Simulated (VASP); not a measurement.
# TiAl3 (Immm) in VASP: notebook, part 2 of 2

VASP 6.6.1.

## 3. Single point, LDA (normal strain along x -0.0733, normal strain along y +0.1100)

File INCAR:

```
PREC = Accurate
ENCUT = 520
EDIFF = 1E-7
ISMEAR = 0
SIGMA = 0.15
LREAL = F
LASPH = T
NELM = 100
ALGO = Fast
ISIF = 2
LWAVE = F
LCHARG = F
GGA = CA
NBANDS = 18
```

File KPOINTS:

```
regular mesh
0
Gamma
  14 14 14
```

File POSCAR:

```
TiAl3
1.0
   -1.7508520545      2.0971682103      4.2417642881
    1.7508520545     -2.0971682103      4.2417642881
    1.7508520545      2.0971682103     -4.2417642881
Ti Al
1 3
Direct
    0.0000000000      0.0000000000      0.0000000000
    0.5000000000      0.5000000000      0.0000000000
    0.7500000000      0.2500000000      0.5000000000
    0.2500000000      0.7500000000      0.5000000000
```

Potentials or basis: VASP PAW LDA potentials, release 64 (Ti_sv, Al).

Started as:

```
cat potpaw_LDA.64/Ti_sv/POTCAR potpaw_LDA.64/Al/POTCAR > POTCAR
mpirun -np 1 vasp_std > vasp.out
```

OUTCAR:

```text
PREC = Accurate
   ENCUT = 520
   EDIFF = 1E-7
   ISMEAR = 0
   LREAL = F
   LASPH = T
   NELM = 100
   ISIF = 2
   GGA = CA

 ion  position               nearest neighbor table
   1  0.000  0.000  0.000-   2 2.73   2 2.73   2 2.73   2 2.73   4 2.75   3 2.75   3 2.75   4 2.75
                             3 2.98   4 2.98   4 2.98   3 2.98
   2  0.500  0.500  0.000-   1 2.73   1 2.73   1 2.73   1 2.73   3 2.75   4 2.75   4 2.75   3 2.75
                             3 2.98   4 2.98   3 2.98   4 2.98
   3  0.750  0.250  0.500-   4 2.73   4 2.73   4 2.73   4 2.73   1 2.75   2 2.75   2 2.75   1 2.75
                             1 2.98   2 2.98   1 2.98   2 2.98
   4  0.250  0.750  0.500-   3 2.73   3 2.73   3 2.73   3 2.73   2 2.75   1 2.75   1 2.75   2 2.75
                             1 2.98   2 2.98   2 2.98   1 2.98

  LATTYP: Found a body centered orthorhombic cell.
 ALAT       =     3.5017041090
 B/A-ratio  =     1.1977986403
 C/A-ratio  =     2.4226857302

  Lattice vectors:

 A1 = (  -1.7508520545,   2.0971682103,   4.2417642881)
 A2 = (   1.7508520545,  -2.0971682103,   4.2417642881)
 A3 = (   1.7508520545,   2.0971682103,  -4.2417642881)

Analysis of symmetry for initial positions (statically):
=====================================================================
 Subroutine PRICEL returns:
 Original cell was already a primitive cell.

 Routine SETGRP: Setting up the symmetry group for a
 body centered orthorhombic supercell.

 Subroutine GETGRP returns: Found  8 space group operations
 (whereof  8 operations were pure point group operations)
 out of a pool of  8 trial point group operations.

The static configuration has the point symmetry D_2h.

Analysis of symmetry for dynamics (positions and initial velocities):
=====================================================================
 Subroutine PRICEL returns:
 Original cell was already a primitive cell.

 Routine SETGRP: Setting up the symmetry group for a
 body centered orthorhombic supercell.

 Subroutine GETGRP returns: Found  8 space group operations
 (whereof  8 operations were pure point group operations)
 out of a pool of  8 trial point group operations.

The dynamic configuration has the point symmetry D_2h.

 Subroutine INISYM returns: Found  8 space group operations
 (whereof  8 operations are pure point group operations),
 and found     1 'primitive' translations

----------------------------------------------------------------------------------------

                                     Primitive cell

  volume of cell :      62.3002

  direct lattice vectors                    reciprocal lattice vectors
    -1.750852054  2.097168210  4.241764288     0.000000000  0.238416736  0.117875480
     1.750852054 -2.097168210  4.241764288     0.285575242  0.000000000  0.117875480
     1.750852054  2.097168210 -4.241764288     0.285575242  0.238416736  0.000000000

  length of vectors
     5.045409963  5.045409963  5.045409963     0.265964601  0.308946351  0.372015805

  position of ions in fractional coordinates (direct lattice)
     0.000000000  0.000000000  0.000000000
     0.500000000  0.500000000  0.000000000
     0.750000000  0.250000000  0.500000000
     0.250000000  0.750000000  0.500000000

  ion indices of the primitive-cell ions
   primitive index   ion index
                 1           1
                 2           2
                 3           3
                 4           4

[... 24 lines left out ...]
 Found    428 irreducible k-points:

 Following reciprocal coordinates:
            Coordinates               Weight
  0.000000  0.000000  0.000000      1.000000
  0.071429 -0.000000  0.000000      4.000000
  0.142857 -0.000000  0.000000      4.000000
  0.214286  0.000000 -0.000000      4.000000
  0.285714  0.000000  0.000000      4.000000
  0.357143  0.000000  0.000000      4.000000
[... 16 lines left out ...]
 -0.000000  0.142857  0.000000      4.000000
  0.071429  0.142857 -0.000000      8.000000
 [... further k-points ...]
   k-points           NKPTS =    428   k-points in BZ     NKDIM =    428   number of bands    NBANDS=     18
   number of dos      NEDOS =    301   number of ions     NIONS =      4
   total plane-waves  NPLWV =  64000
   dimension x,y,z NGX =    40 NGY =   40 NGZ =   40
   dimension x,y,z NGXF=    80 NGYF=   80 NGZF=   80
   ions per type =               1   3
   NGX,Y,Z   is equivalent  to a cutoff of  13.18, 13.18, 13.18 a.u.
   NGXF,Y,Z  is equivalent  to a cutoff of  26.36, 26.36, 26.36 a.u.
 SYSTEM =  unknown system
   PREC   = accura    normal or accurate (medium, high low for compatibility)
   ISTART =      0    job   : 0-new  1-cont  2-samecut
   ICHARG =      2    charge: 1-file 2-atom 10-const
   ISPIN  =      1    spin polarized calculation?
   LNONCOLLINEAR =      F non collinear calculations
   LSORBIT =      F    spin-orbit coupling
   LASPH  =      T    aspherical Exc in radial PAW
   ENCUT  =  520.0 eV  38.22 Ry    6.18 a.u.   9.38  9.38  9.38*2*pi/ulx,y,z
   NELM   =    100;   NELMIN=  2; NELMDL= -5     # of ELM steps
   EDIFF  = 0.1E-06   stopping-criterion for ELM
   LREAL  =      F    real-space projection
   EDIFFG = 0.1E-05   stopping-criterion for IOM
   NSW    =      0    number of steps for IOM
   IBRION =     -1    ionic relax: 0-MD 1-quasi-New 2-CG
   NFREE  =      0    steps in history (QN), initial steepest desc. (CG)
   ISIF   =      2    stress and relaxation
   ISYM   =      2    0-nonsym 1-usesym 2-fastsym
   POTIM  = 0.5000    time-step for ionic-motion
   TEBEG  =    0.0;   TEEND  =   0.0 temperature during run
   PSTRESS=    0.0 pullay stress
   NELECT =      21.0000    total number of electrons
   NUPDOWN=      -1.0000    fix difference up-down
   EMIN   =  10.00;   EMAX   =-10.00  energy-range for DOS
   EFERMI =   0.00;   METHOD = LEGACY
   ISMEAR =     0;   SIGMA  =   0.15  broadening in eV -4-tet -1-fermi 0-gaus
   EFERMI_NEDOS =   21; number of points for ismear=-14 and -15
   IALGO  =     68    algorithm
   IMIX   =      4    mixing-type and parameters
     AMIX     =   0.40;   BMIX     =  1.00
     AMIX_MAG =   1.60;   BMIX_MAG =  1.00
  volume/ion in A,a.u.               =      15.58       105.11
  Fermi-wavevector in a.u.,A,eV,Ry     =   1.139335  2.153031 17.661515  1.298085
  Thomas-Fermi vector in A             =   2.276039
   LORBIT       =      0    0 simple, 1 ext, 2 COOP (PROOUT), +10 PAW based schemes
   GGA     = CA    functional components
   LHFCALC =     F    Hartree Fock is set to
   AEXX    =    0.0000 exact exchange contribution
   IVDW    =     0    specifies the selected vdW correction
   LEPSILON=     F    determine dielectric tensor
   LRPA    =     F    only Hartree local field effects (RPA)
 non-spin polarized calculation
 RMM-DIIS sequential band-by-band and
 Gauss-broadening in eV      SIGMA  =   0.15
  energy-cutoff  :      520.00
  volume of cell :       62.30
 maximum number of plane-waves:      1701
 NGX is ok and might be reduce to    40
   NGX = 19   NGY = 19   NGZ = 19

 number of electron      21.0000000 magnetization

 Free energy of the ion-electron system (eV)
  ---------------------------------------------------
  ext. energy  EPLUGINS =         0.00000000
  ---------------------------------------------------
  free energy    TOTEN  =       -22.43362708 eV

  energy without entropy =      -22.41139021  energy(sigma->0) =      -22.42250864

 E-fermi :   8.3009     XC(G=0): -11.0020

 val. band max:        8.2983985963   @ k =  -0.4286   0.5000   0.2857
 cond. band min:       8.3009005059   @ k =  -0.2857  -0.2143   0.2143
 fundamental gap:      0.0025019096
 Fermi energy:         8.3008803034

 k-point     1 :       0.0000    0.0000    0.0000
  band No.  band energies     occupation
      1     -47.4714      2.00000
      2     -24.2601      2.00000
      3     -24.1013      2.00000
      4     -24.0856      2.00000
      5      -1.9362      2.00000
      6       5.2746      2.00000
[... 481 lines left out ...]
      5      -1.5445      2.00000
      6       4.3111      2.00000
[... 10 lines left out ...]
     17      12.3536      0.00000
     18      13.7101      0.00000

 [... further k-points ...]
[... 5 lines left out ...]
  --------------------------------------------------------------------------------------
  -------------------------------------------------------------------------------------
  Total        1.4702751     -5.5150463      1.1730639      0.0000000      0.0000000      0.0000000
  in kB       37.8111561   -141.8307856     30.1677577      0.0000000      0.0000000      0.0000000
  external PRESSURE =     -24.6172906 kB  Pullay stress =       0.0000000 kB

 VOLUME and BASIS-vectors are now :
 -----------------------------------------------------------------------------
  energy-cutoff  :      520.00
  volume of cell :       62.30
      direct lattice vectors                 reciprocal lattice vectors
    -1.750852054  2.097168210  4.241764288     0.000000000  0.238416736  0.117875480
     1.750852054 -2.097168210  4.241764288     0.285575242  0.000000000  0.117875480
     1.750852054  2.097168210 -4.241764288     0.285575242  0.238416736  0.000000000

 POSITION                                       TOTAL-FORCE (eV/Angst)
 -----------------------------------------------------------------------------------
      0.00000      0.00000      0.00000        -0.000000     -0.000000     -0.000000
      0.00000      0.00000      4.24176        -0.000000     -0.000000     -0.000000
      0.00000      2.09717      2.12088        -0.000000      0.000000      0.149196
      1.75085     -0.00000      2.12088         0.000000     -0.000000     -0.149196
 -----------------------------------------------------------------------------------
    total drift:                               -0.000000     -0.000000      0.000000

  FREE ENERGIE OF THE ION-ELECTRON SYSTEM (eV)
  ---------------------------------------------------
  free  energy   TOTEN  =       -22.4336270778 eV

  energy  without entropy=      -22.4113902074  energy(sigma->0) =      -22.42250864
```

Run time: 16 min. Hardware: 1 thread of Intel Xeon 6975P-C (Granite Rapids), shared host; peak memory 0.55 GiB.

Results:

* Free energy: -22.4336 eV
* Pressure: -2.5 GPa
* Largest force: 0.149 eV/Å
* Band gap on the k mesh: zero (an odd number of electrons rules out a gap without spin polarisation)

Forces on the atoms (eV/Å):
```
Ti   0.000  0.000  0.000
Al   0.000  0.000  0.000
Al   0.000  0.000  0.149
Al   0.000  0.000 -0.149
```

Caveat: the cell differs from its parent crystal (normal strain along x -0.0733, normal strain along y +0.1100).

## 4. Single point, LDA (normal strain along x -0.0367, normal strain along y +0.0733)

File INCAR:

```
ALGO = Fast ; EDIFF = 1E-7
ENCUT = 520 ; ISIF = 2
ISMEAR = 0 ; LASPH = T
LCHARG = F ; LREAL = F
LWAVE = F ; NBANDS = 18
NELM = 60 ; PREC = Accurate
SIGMA = 0.15
```

File KPOINTS:

```
k-points
0
Gamma
  14 14 14
```

File POSCAR:

```
TiAl3
1.0
   -1.8200019252      2.0278294055      4.2417642881
    1.8200019252     -2.0278294055      4.2417642881
    1.8200019252      2.0278294055     -4.2417642881
Ti Al
1 3
Direct
    0.0000000000      0.0000000000      0.0000000000
    0.5000000000      0.5000000000      0.0000000000
    0.7500000000      0.2500000000      0.5000000000
    0.2500000000      0.7500000000      0.5000000000
```

Started as:

```
cat potpaw_LDA.64/Ti_sv/POTCAR potpaw_LDA.64/Al/POTCAR > POTCAR
mpirun -np 1 vasp_std > vasp.out
```

It took 17 min on 1 thread of Intel Xeon 6975P-C (Granite Rapids), shared host; peak memory 0.55 GiB.

Results (log left out):

```
Free energy            : -22.6426 eV
Pressure               : -3.3 GPa
Largest force          : 0.083 eV/Å
Band gap on the k mesh : zero (an odd number of electrons rules out a gap without spin polarisation)
```

Forces in eV/Å, atoms in the order of the input:
```
Ti   0.000  0.000  0.000
Al   0.000  0.000  0.000
Al   0.000  0.000  0.083
Al   0.000  0.000 -0.083
```

Stress tensor (GPa, compression positive):
```
  1.27   0.00   0.00
  0.00 -11.11   0.00
  0.00   0.00  -0.08
```

Levels at points of the mesh, in eV from the Fermi level:
```csv
k point,band 7,band 8,band 9,band 10,band 11,band 12,band 13,band 14,band 15,band 16
"(0.00, 0.00, 0.00)",-2.54,-1.91,-1.45,-0.65,0.85,0.90,1.25,2.54,3.35,3.59
"(0.50, 0.00, 0.00)",-3.65,-3.16,-0.60,-0.18,0.66,1.21,2.75,2.75,3.69,4.73
"(0.00, 0.50, 0.00)",-3.54,-2.63,-1.54,-0.37,0.27,1.41,2.19,2.40,2.52,4.31
"(0.50, 0.50, 0.00)",-4.41,-3.73,-2.69,-2.17,-0.97,1.32,2.24,2.81,2.82,3.17
"(0.50, 0.50, 0.50)",-2.24,-1.84,-0.22,-0.04,0.47,0.87,0.98,2.94,4.84,5.35
```

Caveat: the cell differs from its parent crystal (normal strain along x -0.0367, normal strain along y +0.0733); the cell stands under tension.

## 5. Summary

```csv
cell,gap on the mesh (eV),pressure (GPa),largest force (eV/Å)
"a = 5.014 Å, angles 137.4, 134.0, 64.4°, 4 atoms",none,0.4,0.05
"a = 5.045 Å, angles 139.4, 130.9, 65.6°, 4 atoms",none,-2.5,0.15
"a = 5.042 Å, angles 137.7, 132.6, 65.4°, 4 atoms",none,-3.3,0.08
```

Alike in all rows: task single point; level LDA; potentials or basis VASP PAW LDA potentials, release 64 (Ti_sv, Al); no spin polarisation; k mesh 14 × 14 × 14; cutoff (eV) 520; smearing gaussian 0.15 eV.

Caveats: the cell stands under tension (at least some runs).

Total energies depend on the potentials used, so only differences within one code and one set of settings carry meaning.
